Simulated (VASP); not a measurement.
# Cd16TeSe15 (a cell with a defect) (Cadmoselite) in VASP: single point with PBE

Aim: the single point of Cd16TeSe15 (a cell with a defect) (Cadmoselite) with PBE.

Program: VASP 6.6.1. These are calculated values, not measurements. Logs are shortened: lines on timing, memory, paths and dates and some standing lists are left out, and cuts for length are marked.

## 1. The cell of the first run

The cell holds a defect, 32 atoms: a = 8.600 Å, b = 8.600 Å, c = 14.040 Å, α = 90.00°, β = 90.00°, γ = 120.00°.

## 2. Single point, PBE

The input, INCAR:

```
SYSTEM = Cd16TeSe15
PREC = Accurate
ENCUT = 520
EDIFF = 1E-7
ISMEAR = -1
SIGMA = 0.01
LREAL = Auto
LASPH = .TRUE.
NELM = 100
ALGO = Normal
ISIF = 2
LWAVE = .FALSE.
LCHARG = .FALSE.
GGA = PE
NBANDS = 166
```

The input, KPOINTS:

```
Automatic mesh
0
G
  3 3 2
  0 0 0
```

The input, POSCAR:

```
Cd16TeSe15
1.0
    8.6000000000      0.0000000000      0.0000000000
   -4.3000000000      7.4478184726      0.0000000000
    0.0000000000      0.0000000000     14.0400000000
Cd Te Se
16 1 15
Direct
    0.1666666667      0.3333333333     -0.0104807752
    0.1666666667      0.3333333333      0.5012553665
    0.1677806869      0.8338903434      0.0025516521
    0.1643955178      0.8321977589      0.5039895402
    0.6661096566      0.3322193131      0.0025516521
    0.6678022411      0.3356044822      0.5039895402
    0.6661096566      0.8338903434      0.0025516521
    0.6678022411      0.8321977589      0.5039895402
    0.3392390773      0.1607609227      0.2566664048
    0.3338239195      0.1661760805      0.7498533918
    0.3392390773      0.6784781546      0.2566664048
    0.3338239195      0.6676478390      0.7498533918
    0.8215218454      0.1607609227      0.2566664048
    0.8323521610      0.1661760805      0.7498533918
    0.8333333333      0.6666666667      0.2524775519
    0.8333333333      0.6666666667      0.7555885742
    0.1666666667      0.3333333333      0.1869117946
    0.1666666667      0.3333333333      0.6892548502
    0.1660434958      0.8330217479      0.1900486237
    0.1640954007      0.8320477004      0.6907737888
    0.6669782521      0.3339565042      0.1900486237
    0.6679522996      0.3359045993      0.6907737888
    0.6669782521      0.8330217479      0.1900486237
    0.6679522996      0.8320477004      0.6907737888
    0.3344646768      0.1655353232      0.4433705905
    0.3354214066      0.1645785934      0.9369642618
    0.3344646768      0.6689293537      0.4433705905
    0.3354214066      0.6708428132      0.9369642618
    0.8310706463      0.1655353232      0.4433705905
    0.8291571868      0.1645785934      0.9369642618
    0.8333333333      0.6666666667      0.4397184544
    0.8333333333      0.6666666667      0.9426194223
```

Potentials or basis: VASP PAW PBE potentials, release 64 (Cd, Te, Se).

Launch:

```console
> cat potpaw_PBE.64/Cd/POTCAR potpaw_PBE.64/Te/POTCAR potpaw_PBE.64/Se/POTCAR > POTCAR
> mpirun -np 1 vasp_std > vasp.out
```

OUTCAR:

```text
SYSTEM = Cd16TeSe15
   PREC = Accurate
   ENCUT = 520
   EDIFF = 1E-7
   ISMEAR = -1
   LREAL = Auto
   LASPH = .TRUE.
   NELM = 100
   ISIF = 2
   GGA = PE

 ion  position               nearest neighbor table
   1  0.167  0.333  0.990-  26 2.62  30 2.62  28 2.62  17 2.77
   2  0.167  0.333  0.501-  25 2.63  29 2.63  27 2.63  18 2.64
   3  0.168  0.834  0.003-  32 2.63  28 2.63  26 2.63  19 2.63
   4  0.164  0.832  0.504-  20 2.62  27 2.62  25 2.62  31 2.63
   5  0.666  0.332  0.003-  32 2.63  30 2.63  26 2.63  21 2.63
   6  0.668  0.336  0.504-  22 2.62  29 2.62  25 2.62  31 2.63
[... 24 lines left out ...]
  31  0.833  0.667  0.440-   8 2.63   4 2.63   6 2.63  15 2.63
  32  0.833  0.667  0.943-  16 2.63   7 2.63   3 2.63   5 2.63

  LATTYP: Found a hexagonal cell.
 ALAT       =     8.6000000000
 C/A-ratio  =     1.6325581395

  Lattice vectors:

 A1 = (   8.6000000000,   0.0000000000,   0.0000000000)
 A2 = (  -4.3000000000,   7.4478184726,   0.0000000000)
 A3 = (   0.0000000000,   0.0000000000,  14.0400000000)

Analysis of symmetry for initial positions (statically):
=====================================================================
 Subroutine PRICEL returns:
 Original cell was already a primitive cell.

 Routine SETGRP: Setting up the symmetry group for a
 hexagonal supercell.

 Subroutine GETGRP returns: Found  6 space group operations
 (whereof  2 operations were pure point group operations)
 out of a pool of 24 trial point group operations.

The static configuration has the point symmetry C_1h.
 The point group associated with its full space group is C_3v.

Analysis of symmetry for dynamics (positions and initial velocities):
=====================================================================
 Subroutine PRICEL returns:
 Original cell was already a primitive cell.

 Routine SETGRP: Setting up the symmetry group for a
 hexagonal supercell.

 Subroutine GETGRP returns: Found  6 space group operations
 (whereof  2 operations were pure point group operations)
 out of a pool of 24 trial point group operations.

The dynamic configuration has the point symmetry C_1h.
 The point group associated with its full space group is C_3v.

 Subroutine INISYM returns: Found  6 space group operations
 (whereof  2 operations are pure point group operations),
 and found     1 'primitive' translations

----------------------------------------------------------------------------------------

                                     Primitive cell

  volume of cell :     899.2794

  direct lattice vectors                    reciprocal lattice vectors
     8.600000000  0.000000000  0.000000000     0.116279070  0.067133752  0.000000000
    -4.300000000  7.447818473  0.000000000     0.000000000  0.134267504  0.000000000
     0.000000000  0.000000000 14.040000000     0.000000000  0.000000000  0.071225071

  length of vectors
     8.600000000  8.600000000 14.040000000     0.134267504  0.134267504  0.071225071

  position of ions in fractional coordinates (direct lattice)
     0.166666667  0.333333333  0.989519225
     0.166666667  0.333333333  0.501255366
     0.167780687  0.833890343  0.002551652
     0.164395518  0.832197759  0.503989540
     0.666109657  0.332219313  0.002551652
     0.667802241  0.335604482  0.503989540
[... 24 lines left out ...]
     0.833333333  0.666666667  0.439718454
     0.833333333  0.666666667  0.942619422

  ion indices of the primitive-cell ions
   primitive index   ion index
                 1           1
                 2           2
                 3           3
                 4           4
                 5           5
                 6           6
[... 24 lines left out ...]
                31          31
                32          32

----------------------------------------------------------------------------------------

 KPOINTS: Automatic mesh

Automatic generation of k-mesh.
 Grid dimensions read from file:
 generate k-points for:    3    3    2

 Generating k-lattice:

  Cartesian coordinates                     Fractional coordinates (reciprocal lattice)
     0.038759690  0.022377917  0.000000000     0.333333333  0.000000000  0.000000000
     0.000000000  0.044755835  0.000000000     0.000000000  0.333333333  0.000000000
     0.000000000  0.000000000  0.035612536     0.000000000  0.000000000  0.500000000

  Length of vectors
     0.044755835  0.044755835  0.035612536

  Shift w.r.t. Gamma in fractional coordinates (k-lattice)
     0.000000000  0.000000000  0.000000000

 Subroutine IBZKPT returns following result:
 ===========================================

 Found      6 irreducible k-points:

 Following reciprocal coordinates:
            Coordinates               Weight
  0.000000  0.000000  0.000000      1.000000
  0.333333 -0.000000  0.000000      6.000000
  0.333333  0.333333  0.000000      2.000000
  0.000000  0.000000  0.500000      1.000000
  0.333333 -0.000000  0.500000      6.000000
  0.333333  0.333333  0.500000      2.000000
   k-points           NKPTS =      6   k-points in BZ     NKDIM =      6   number of bands    NBANDS=    166
   number of dos      NEDOS =    301   number of ions     NIONS =     32
   total plane-waves  NPLWV = 442368
   dimension x,y,z NGX =    64 NGY =   64 NGZ =  108
   dimension x,y,z NGXF=   128 NGYF=  128 NGZF=  216
   ions per type =              16   1  15
   NGX,Y,Z   is equivalent  to a cutoff of  12.37, 12.37, 12.79 a.u.
   NGXF,Y,Z  is equivalent  to a cutoff of  24.74, 24.74, 25.58 a.u.
 SYSTEM =  Cd16TeSe15
   PREC   = accura    normal or accurate (medium, high low for compatibility)
   ISTART =      0    job   : 0-new  1-cont  2-samecut
   ICHARG =      2    charge: 1-file 2-atom 10-const
   ISPIN  =      1    spin polarized calculation?
   LNONCOLLINEAR =      F non collinear calculations
   LSORBIT =      F    spin-orbit coupling
   LASPH  =      T    aspherical Exc in radial PAW
   ENCUT  =  520.0 eV  38.22 Ry    6.18 a.u.  15.99 15.99 26.11*2*pi/ulx,y,z
   NELM   =    100;   NELMIN=  2; NELMDL= -5     # of ELM steps
   EDIFF  = 0.1E-06   stopping-criterion for ELM
   LREAL  =      T    real-space projection
   EDIFFG = 0.1E-05   stopping-criterion for IOM
   NSW    =      0    number of steps for IOM
   IBRION =     -1    ionic relax: 0-MD 1-quasi-New 2-CG
   NFREE  =      0    steps in history (QN), initial steepest desc. (CG)
   ISIF   =      2    stress and relaxation
   ISYM   =      2    0-nonsym 1-usesym 2-fastsym
   POTIM  = 0.5000    time-step for ionic-motion
   TEBEG  =    0.0;   TEEND  =   0.0 temperature during run
   PSTRESS=    0.0 pullay stress
   NELECT =     288.0000    total number of electrons
   NUPDOWN=      -1.0000    fix difference up-down
   EMIN   =  10.00;   EMAX   =-10.00  energy-range for DOS
   EFERMI =   0.00;   METHOD = LEGACY
   ISMEAR =    -1;   SIGMA  =   0.01  broadening in eV -4-tet -1-fermi 0-gaus
   EFERMI_NEDOS =   21; number of points for ismear=-14 and -15
   IALGO  =     38    algorithm
   IMIX   =      4    mixing-type and parameters
     AMIX     =   0.40;   BMIX     =  1.00
     AMIX_MAG =   1.60;   BMIX_MAG =  1.00
  volume/ion in A,a.u.               =      28.10       189.64
  Fermi-wavevector in a.u.,A,eV,Ry     =   1.120059  2.116604 17.068937  1.254531
  Thomas-Fermi vector in A             =   2.256702
   LORBIT       =      0    0 simple, 1 ext, 2 COOP (PROOUT), +10 PAW based schemes
   GGA     = PE    functional components
   LHFCALC =     F    Hartree Fock is set to
   AEXX    =    0.0000 exact exchange contribution
   IVDW    =     0    specifies the selected vdW correction
   LEPSILON=     F    determine dielectric tensor
   LRPA    =     F    only Hartree local field effects (RPA)
 non-spin polarized calculation
  energy-cutoff  :      520.00
  volume of cell :      899.28
 maximum number of plane-waves:     24264
 NGX is ok and might be reduce to    64
   NGX = 31   NGY = 31   NGZ = 53

 number of electron     287.9999970 magnetization

 Free energy of the ion-electron system (eV)
  ---------------------------------------------------
  ext. energy  EPLUGINS =         0.00000000
  ---------------------------------------------------
  free energy    TOTEN  =       -86.34179291 eV

  energy without entropy =      -86.34179291  energy(sigma->0) =      -86.34179291

 E-fermi :   1.4505     XC(G=0):  -8.9220

 val. band max:        1.2210844003   @ k =   0.0000   0.0000   0.0000
 cond. band min:       1.8412591878   @ k =   0.0000   0.0000   0.0000
 fundamental gap:      0.6201747875
 Fermi energy:         1.4505087082

 k-point     1 :       0.0000    0.0000    0.0000
  band No.  band energies     occupation
      1     -11.5147      2.00000
      2     -11.3411      2.00000
      3     -11.3028      2.00000
      4     -11.1566      2.00000
      5     -11.1566      2.00000
      6     -11.1492      2.00000
[... 148 lines left out ...]
    155       4.3327      0.00000
    156       4.3426      0.00000

 k-point     2 :       0.3333   -0.0000    0.0000
  band No.  band energies     occupation
      1     -11.4343      2.00000
      2     -11.2792      2.00000
      3     -11.2646      2.00000
      4     -11.2412      2.00000
      5     -11.1582      2.00000
      6     -11.1542      2.00000
[... 148 lines left out ...]
    155       4.6357      0.00000
    156       4.7671      0.00000

 k-point     3 :       0.3333    0.3333    0.0000
  band No.  band energies     occupation
      1     -11.3179      2.00000
      2     -11.3153      2.00000
      3     -11.2795      2.00000
      4     -11.1920      2.00000
      5     -11.1855      2.00000
      6     -11.1795      2.00000
[... 148 lines left out ...]
    155       5.0118      0.00000
    156       5.2471      0.00000

 k-point     4 :       0.0000    0.0000    0.5000
  band No.  band energies     occupation
      1     -11.4809      2.00000
      2     -11.4325      2.00000
      3     -11.2039      2.00000
      4     -11.1826      2.00000
      5     -11.1443      2.00000
      6     -11.1443      2.00000
[... 148 lines left out ...]
    155       4.4476      0.00000
    156       4.4501      0.00000

 k-point     5 :       0.3333   -0.0000    0.5000
  band No.  band energies     occupation
      1     -11.4033      2.00000
      2     -11.3629      2.00000
      3     -11.2370      2.00000
      4     -11.2069      2.00000
      5     -11.1602      2.00000
      6     -11.1456      2.00000
[... 148 lines left out ...]
    155       4.6624      0.00000
    156       4.7903      0.00000

 k-point     6 :       0.3333    0.3333    0.5000
  band No.  band energies     occupation
      1     -11.2862      2.00000
      2     -11.2862      2.00000
      3     -11.2706      2.00000
      4     -11.2700      2.00000
      5     -11.2630      2.00000
      6     -11.2012      2.00000
[... 148 lines left out ...]
    155       5.2960      0.00000
    156       5.3474      0.00000
 [bands above 156 left out]

------------------------ aborting loop because EDIFF is reached ----------------------------------------

  FORCE on cell =-STRESS in cart. coord.  units (eV):
  Direction    XX          YY          ZZ          XY          YZ          ZX
  --------------------------------------------------------------------------------------
  -------------------------------------------------------------------------------------
  Total       22.0624525     22.0624525     22.2712650      0.0000000      0.0000000     -0.0000000
  in kB       39.3069845     39.3069845     39.6790098      0.0000000      0.0000000     -0.0000000
  external PRESSURE =      39.4309929 kB  Pullay stress =       0.0000000 kB

 VOLUME and BASIS-vectors are now :
 -----------------------------------------------------------------------------
  energy-cutoff  :      520.00
  volume of cell :      899.28
      direct lattice vectors                 reciprocal lattice vectors
     8.600000000  0.000000000  0.000000000     0.116279070  0.067133752  0.000000000
    -4.300000000  7.447818473  0.000000000     0.000000000  0.134267504  0.000000000
     0.000000000  0.000000000 14.040000000     0.000000000  0.000000000  0.071225071

 POSITION                                       TOTAL-FORCE (eV/Angst)
 -----------------------------------------------------------------------------------
      0.00000      2.48261     13.89285        -0.000000      0.000000      0.008043
      0.00000      2.48261      7.03763        -0.000000      0.000000     -0.005215
     -2.14281      6.21066      0.03583         0.002803      0.001618      0.007077
     -2.16465      6.19806      7.07601        -0.009041     -0.005220      0.001921
      4.30000      2.47431      0.03583        -0.000000     -0.003237      0.007077
      4.30000      2.49952      7.07601         0.000000      0.010440      0.001921
[... 24 lines left out ...]
      4.30000      4.96521      6.17365        -0.000000      0.000000     -0.003042
      4.30000      4.96521     13.23438        -0.000000      0.000000      0.002564
 -----------------------------------------------------------------------------------
    total drift:                                0.000004     -0.000002      0.036179

  FREE ENERGIE OF THE ION-ELECTRON SYSTEM (eV)
  ---------------------------------------------------
  free  energy   TOTEN  =       -86.3417929065 eV

  energy  without entropy=      -86.3417929065  energy(sigma->0) =      -86.34179291
```

Wall time 30 min (1 thread of Intel Xeon Platinum 8488C (Sapphire Rapids), shared host); peak memory 1.2 GiB.

What came out:

- Free energy: -86.3418 eV
- Pressure: 3.9 GPa
- Largest force: 0.016 eV/Å
- Band gap on the k mesh: 0.62 eV

Forces on the atoms (eV/Å):
```
Cd   0.000  0.000  0.008
Cd   0.000  0.000 -0.005
Cd   0.003  0.002  0.007
Cd  -0.009 -0.005  0.002
Cd   0.000 -0.003  0.007
Cd   0.000  0.010  0.002
Cd  -0.003  0.002  0.007
Cd   0.009 -0.005  0.002
Cd  -0.014  0.008  0.001
Cd   0.001 -0.001 -0.004
Cd   0.000 -0.016  0.001
Cd   0.000  0.002 -0.004
Cd   0.014  0.008  0.001
Cd  -0.001 -0.001 -0.004
Cd   0.000  0.000 -0.013
Cd   0.000  0.000  0.006
Te   0.000  0.000  0.010
Se   0.000  0.000 -0.004
Se  -0.011 -0.006 -0.006
Se  -0.007 -0.004  0.002
Se   0.000  0.013 -0.006
Se   0.000  0.008  0.002
Se   0.011 -0.006 -0.006
Se   0.007 -0.004  0.002
Se  -0.010  0.006 -0.001
Se   0.002 -0.001 -0.001
Se   0.000 -0.012 -0.001
Se   0.000  0.002 -0.001
Se   0.010  0.006 -0.001
Se  -0.002 -0.001 -0.001
Se   0.000  0.000 -0.003
Se   0.000  0.000  0.003
```

Levels at points of the mesh, in eV from the valence-band top:
```csv
k point,band 140,band 141,band 142,band 143,band 144,band 145,band 146,band 147,band 148,band 149
"(0.00, 0.00, 0.00)",-0.38,-0.38,-0.11,0.00,0.00,0.62,2.09,2.25,2.35,2.79
"(0.00, 0.00, 0.50)",-0.65,-0.24,-0.24,-0.05,-0.05,1.64,1.69,2.15,2.24,2.64
```

Caveat: spin-orbit coupling is left out, which moves the levels of the heavy elements.
